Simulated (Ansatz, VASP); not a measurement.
# Two plane-wave programs on Ga2SnSe3

```xyz
6
Lattice="5.0968 0.0000 0.0000 -2.5484 4.4140 0.0000 0.0000 0.0000 8.6474" Properties=species:S:1:pos:R:3 pbc="T T T"
Ga    2.5484    1.4713    4.3237
Ga    0.0000    2.9427    0.0000
Sn    2.5484    1.4713    0.0000
Se    0.0000    0.0000    3.1376
Se    0.0000    0.0000    5.5098
Se    0.0000    0.0000    0.0000
```

Alike in both runs: functional PBE; k mesh 6 × 6 × 2; occupations gaussian, width 0.1 eV; no spin polarisation.

Ansatz relaxed the structure, and its values are those at the end. VASP's run is a single point on that final structure, the one shown.

|  | VASP | Ansatz |
| --- | --- | --- |
| version | VASP 6.6.1 | Ansatz 0.2.0 |
| potentials or method | VASP PAW PBE potentials, release 64 (Ga_d, Sn_d, Se), cutoff 520 eV | scalar-relativistic, plane waves, PAW |
| valence electrons in the cell | 58 | 88 |

```tsv
	VASP	Ansatz	Ansatz less VASP
gap on the k mesh at the Fermi level (eV)	none	none	-
pressure (GPa)	0.2	0.2	-0.03
rms of the force components (eV/Å)	0.003	0.006	+0.0031
```

A gap of «none» marks a metal or a gap that the smearing closes. VASP's potentials hold 58 valence electrons a cell and Ansatz's 88, so a difference there can come from the potentials and not from the codes.

The k mesh is coarse, so the values compare programs but aren't converged.
